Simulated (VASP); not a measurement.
# C (P3_112) in VASP: further runs, part 2 of 2

VASP 6.6.1. Earlier steps stand in the parts before.

## 3. Single point, PBE

This run uses another cell than the first one, of 9.22 Å³/atom.

INCAR reads:

```
PREC = Accurate
ENCUT = 520
EDIFF = 1E-7
ISMEAR = 0
SIGMA = 0.1
LREAL = False
LASPH = True
NELM = 80
ALGO = Normal
ISIF = 2
LWAVE = False
LCHARG = False
GGA = PE
NBANDS = 28
```

KPOINTS reads:

```
regular mesh
0
Gamma
  6 6 4
```

POSCAR reads:

```
C
1.0
    3.7379830333      0.0000000000      0.0000000000
   -1.8689915166      3.2371882657      0.0000000000
    0.0000000000      0.0000000000      6.8606364766
C
9
Direct
    0.1441889748      0.1755893346      0.2740242110
    0.8244106654      0.9685996403      0.6073575443
    0.0314003597      0.8558110252      0.9406908777
    0.8244106654      0.8558110252      0.3926424557
    0.0314003597      0.1755893346      0.0593091223
    0.1441889748      0.9685996403      0.7259757890
    0.5048060924      0.4951939076      0.3333333333
    0.5048060924      0.0096121848      0.6666666667
    0.9903878152      0.4951939076      0.0000000000
```

Potentials or basis: VASP PAW PBE potentials, release 64 (C).

Launch:

```sh
$ cat potpaw_PBE.64/C/POTCAR > POTCAR
$ mpirun -np 1 vasp_std > vasp.out
```

OUTCAR:

```text
PREC = Accurate
   ENCUT = 520
   EDIFF = 1E-7
   ISMEAR = 0
   LREAL = False
   LASPH = True
   NELM = 80
   ISIF = 2
   GGA = PE

 ion  position               nearest neighbor table
   1  0.144  0.176  0.274-   7 1.34   4 1.45   5 1.53
   2  0.824  0.969  0.607-   8 1.34   6 1.45   4 1.53
   3  0.031  0.856  0.941-   9 1.34   5 1.45   6 1.53
   4  0.824  0.856  0.393-   7 1.34   1 1.45   2 1.53
   5  0.031  0.176  0.059-   9 1.34   3 1.45   1 1.53
   6  0.144  0.969  0.726-   8 1.34   2 1.45   3 1.53
[... 960 lines left out ...]
  Total        0.1534424      0.1534424      0.2017117      0.0000000      0.0000000      0.0000000
  in kB        2.9613256      2.9613256      3.8928892      0.0000000      0.0000000      0.0000000
  external PRESSURE =       3.2718468 kB  Pullay stress =       0.0000000 kB

 VOLUME and BASIS-vectors are now :
 -----------------------------------------------------------------------------
  energy-cutoff  :      520.00
  volume of cell :       83.02
      direct lattice vectors                 reciprocal lattice vectors
     3.737983033  0.000000000  0.000000000     0.267523954  0.154455027  0.000000000
    -1.868991517  3.237188266  0.000000000     0.000000000  0.308910053  0.000000000
     0.000000000  0.000000000  6.860636477     0.000000000  0.000000000  0.145759071

 POSITION                                       TOTAL-FORCE (eV/Angst)
 -----------------------------------------------------------------------------------
      0.21080      0.56842      1.87998         0.006625      0.004669      0.013461
      1.27133      3.13554      4.16686        -0.007356      0.003403      0.013461
     -1.48213      2.77042      6.45374         0.000731     -0.008072      0.013461
      1.48213      2.77042      2.69378        -0.000731     -0.008072     -0.013461
     -0.21080      0.56842      0.40690        -0.006625      0.004669     -0.013461
     -1.27133      3.13554      4.98066         0.007356      0.003403     -0.013461
      0.96144      1.60304      2.28688         0.010235     -0.005909     -0.000000
      1.86899      0.03112      4.57376         0.000000      0.011819     -0.000000
      2.77654      1.60304      0.00000        -0.010235     -0.005909     -0.000000
 -----------------------------------------------------------------------------------
    total drift:                               -0.000000     -0.000000      0.000000

  FREE ENERGIE OF THE ION-ELECTRON SYSTEM (eV)
  ---------------------------------------------------
  free  energy   TOTEN  =       -73.0257833530 eV

  energy  without entropy=      -73.0195653817  energy(sigma->0) =      -73.02267437
```

Wall time 25 s (1 thread of AMD EPYC 9R45 (Zen 5), shared host); peak memory 0.17 GiB.

Results:

```
Free energy            : -73.0258 eV
Pressure               : 0.3 GPa
Largest force          : 0.016 eV/Å
Band gap on the k mesh : zero (bands 18 and 19 overlap by 0.42 eV)
```

Forces in eV/Å, atoms in the order of the input:
```
C    0.007  0.005  0.013
C   -0.007  0.003  0.013
C    0.001 -0.008  0.013
C   -0.001 -0.008 -0.013
C   -0.007  0.005 -0.013
C    0.007  0.003 -0.013
C    0.010 -0.006  0.000
C    0.000  0.012  0.000
C   -0.010 -0.006  0.000
```

Caveat: this functional lacks dispersion, which binds layers or chains, so the pressure and a relaxed spacing across them are unreliable.

## 4. Relaxation of cell and atoms, PBE

INCAR reads:

```
ALGO = Normal
EDIFF = 1E-6
EDIFFG = -0.04
ENCUT = 600
GGA = PE
IBRION = 2
ISIF = 3
ISMEAR = 0
LASPH = True
LCHARG = False
LREAL = False
LWAVE = False
NELM = 100
NSW = 90
PREC = Accurate
SIGMA = 0.1
```

KPOINTS reads:

```
k-points
0
Gamma
  6 6 4
```

POSCAR reads:

```
C
1.0
    3.6654517400      0.0000000000      0.0000000000
   -1.8327258700      3.1743743300      0.0000000000
    0.0000000000      0.0000000000      4.2998023800
C
9
Direct
    0.1622339100      0.2467204500      0.3159473300
    0.7532795500      0.9155134700      0.6492806600
    0.0844865300      0.8377660900      0.9826140000
    0.7532795500      0.8377660900      0.3507193400
    0.0844865300      0.2467204500      0.0173860000
    0.1622339100      0.9155134700      0.6840526700
    0.6110530300      0.3889469700      0.3333333300
    0.6110530300      0.2221060600      0.6666666700
    0.7778939400      0.3889469700      0.0000000000
```

Launch:

```sh
$ cat potpaw_PBE.64/C/POTCAR > POTCAR
$ mpirun -np 1 vasp_std > vasp.out
```

Run time: 5.5 min. Hardware: 1 thread of AMD EPYC 9R45 (Zen 5), shared host; peak memory 0.15 GiB.

Results (log left out):

```
Free energy                           : -72.2588 eV
Relaxed volume                        : 8.91 Å³/atom
Relaxed cell                          : a = 3.767 Å, b = 3.767 Å, c = 6.528 Å, α = 90.00°, β = 90.00°, γ = 120.00°
Space group after relaxing (to 0.1 Å) : P3_112 (No. 151)
Energy gained by relaxing             : 1596.3 meV/atom
Ionic steps                           : 34
Pressure after relaxing               : -0.1 GPa
Largest force after relaxing          : 0.019 eV/Å
Band gap on the k mesh                : zero (bands 18 and 19 overlap by 0.44 eV)
```

Forces in eV/Å, atoms in the order of the input:
```
C   -0.013  0.002 -0.004
C    0.005 -0.012 -0.004
C    0.008  0.011 -0.004
C   -0.008  0.011  0.004
C    0.013  0.002  0.004
C   -0.005 -0.012  0.004
C   -0.016  0.010  0.000
C    0.000 -0.019  0.000
C    0.016  0.010  0.000
```

Stress tensor (GPa, compression positive):
```
-0.26  0.00  0.00
 0.00 -0.26  0.00
 0.00  0.00  0.35
```

Step by step:
| step | energy change (eV) | largest force (eV/Å) | pressure (GPa) | volume (Å³) |
| --- | --- | --- | --- | --- |
| 1 | 0.0000 | 3.3273 | 113.32 | 50.03 |
| 2 | -1.3349 | 5.2655 | -21.37 | 83.88 |
| 3 | -4.4606 | 5.7486 | 11.17 | 63.51 |
| 4 | -6.1318 | 5.8187 | -17.52 | 82.83 |
| 5 | -7.4101 | 2.6335 | -16.40 | 75.14 |
| 6 | -9.6609 | 4.1880 | -4.23 | 76.70 |
| 7 | -9.9607 | 5.9799 | 1.06 | 77.65 |
| 8 | -11.1476 | 2.8212 | -6.05 | 78.46 |
| 9 | -11.2856 | 3.0970 | -7.68 | 78.89 |
| 10 | -11.9798 | 2.9366 | -7.22 | 78.05 |
| 11 | -13.3667 | 1.0686 | -1.88 | 75.52 |
| 12 | -13.3674 | 1.5677 | 0.27 | 75.07 |
| 13 | -13.3812 | 1.2134 | -0.91 | 75.30 |
| 14 | -13.6002 | 0.9373 | 3.18 | 74.88 |
| 15 | -13.7239 | 1.3406 | 10.63 | 74.16 |
| 16 | -13.8694 | 1.0679 | 8.26 | 74.99 |
| 17 | -14.0896 | 0.6247 | 1.54 | 77.47 |
| 18 | -14.1001 | 0.6723 | 0.07 | 78.04 |
| 19 | -14.1742 | 0.6353 | -0.28 | 78.19 |
| 20 | -14.2197 | 0.6796 | -0.42 | 78.42 |
| 21 | -14.2760 | 0.3889 | 0.84 | 78.45 |
| 22 | -14.3014 | 0.3520 | 2.40 | 78.48 |
| 23 | -14.3172 | 0.2487 | -0.06 | 79.23 |
| 24 | -14.3172 | 0.2288 | 0.04 | 79.20 |
| 25 | -14.3314 | 0.1746 | -0.81 | 79.61 |
| 26 | -14.3426 | 0.2307 | -2.49 | 80.43 |
| 27 | -14.3535 | 0.1518 | -1.45 | 80.22 |
| 28 | -14.3594 | 0.1362 | 0.05 | 79.93 |
| 29 | -14.3617 | 0.0915 | 0.29 | 79.91 |
| 30 | -14.3636 | 0.1348 | 0.74 | 79.87 |
| 31 | -14.3652 | 0.0977 | 0.53 | 79.97 |
| 32 | -14.3668 | 0.0508 | -0.12 | 80.27 |
| 33 | -14.3669 | 0.0422 | 0.01 | 80.21 |
| 34 | -14.3671 | 0.0190 | -0.06 | 80.23 |

Final structure:
```
C
1.0
     3.76718    0.00000    0.00000
    -1.88359    3.26248    0.00000
     0.00000    0.00000    6.52778
C
9
Direct
  0.15594 0.16978 0.27528
  0.83022 0.98617 0.60861
  0.01383 0.84406 0.94194
  0.83023 0.84406 0.39139
  0.01383 0.16978 0.05806
  0.15594 0.98617 0.72472
  0.51614 0.48386 0.33333
  0.51614 0.03228 0.66667
  0.96772 0.48386 0.00000
```

Levels at points of the mesh, in eV from the Fermi level:
```csv
k point,band 14,band 15,band 16,band 17,band 18,band 19,band 20,band 21,band 22,band 23
"(0.00, 0.00, 0.00)",-4.57,-2.48,-1.32,-1.32,-1.26,1.17,1.17,2.76,2.76,3.24
"(0.50, 0.00, 0.00)",-3.87,-3.76,-3.09,-1.12,-1.08,1.26,1.48,2.51,3.83,5.87
"(0.00, 0.00, 0.50)",-3.66,-3.66,-1.52,-1.52,-1.07,0.93,2.16,2.16,2.55,3.39
"(0.50, 0.00, 0.50)",-4.36,-3.02,-2.45,-2.26,-1.40,1.20,1.68,2.69,3.59,5.67
```

Caveat: the k points lie up to 0.32 Å⁻¹ apart in the final cell; the volume moved by over 15 % at a fixed basis, so the end points are rough; this functional lacks dispersion, which binds layers or chains, so the pressure and a relaxed spacing across them are unreliable.

## 5. Overview

| task | cell | cutoff (eV) | gap on the mesh (eV) | pressure (GPa) | largest force (eV/Å) |
| --- | --- | --- | --- | --- | --- |
| single point | a = 3.665, b = 3.665, c = 4.300 Å, angles 90.0, 90.0, 120.0°, 9 atoms, atomic positions A | 520 | none | 114.0 | 3.33 |
| single point | a = 3.738, b = 3.738, c = 6.861 Å, angles 90.0, 90.0, 120.0°, 9 atoms, atomic positions B | 520 | none | 0.3 | 0.02 |
| relaxation of cell and atoms | relaxed from a = 3.665, b = 3.665, c = 4.300 Å, angles 90.0, 90.0, 120.0°, 9 atoms, atomic positions A | 600 | none | -0.1 | 0.02 |

Alike in all rows: level PBE; potentials or basis VASP PAW PBE potentials, release 64 (C); no spin polarisation; k mesh 6 × 6 × 4; smearing gaussian 0.1 eV.

Caveats: some runs use coarse meshes; this functional lacks dispersion, which binds layers or chains, so the pressure and a relaxed spacing across them are unreliable; forces of over 1 eV/Å act on the atoms, so gaps and moduli don't describe the material at rest (at least some runs); the volume moved by over 15 % at a fixed basis, so the end points are rough (at least some runs).

Absolute energies hang on the potentials; compare differences alone.
